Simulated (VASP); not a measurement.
Ru:

```
CELL_PARAMETERS angstrom
2.68764 0.00000 0.00000
-1.34382 2.32756 0.00000
0.00000 0.00000 4.25316
ATOMIC_POSITIONS crystal
Ru 0.66667 0.33333 0.75000
Ru 0.33333 0.66667 0.25000
```

Base run:

```yaml
Program: VASP 6.6.1
Functional: r2SCAN
Potentials_or_basis: VASP PAW PBE potentials, release 64 (Ru_sv)
Cutoff: 620 eV
k_mesh: 11 × 11 × 6
Occupations: fermi-dirac, width 0.05 eV
Spin: no spin polarisation
```

Its results: band gap on the k mesh zero (bands 16 and 17 overlap by 3.31 eV); pressure 5.1 GPa.

Problem. After a change of settings the same cell gave: band gap on the k mesh zero (bands 16 and 17 overlap by 4.34 eV); pressure 12.6 GPa. Which change was it?
A. functional from r2SCAN to BLYP; cutoff from 620 eV to 560 eV; dispersion from none to D4
B. dispersion from none to rVV10
C. functional from r2SCAN to B3LYP5; cutoff from 620 eV to 420 eV; k mesh from 11 × 11 × 6 to 6 × 6 × 3

Solution. C.

Caveats: some runs use coarse meshes; the PAW data sets were made with another functional, which shifts forces and pressure a little; the cell stands under pressure (at least some runs).
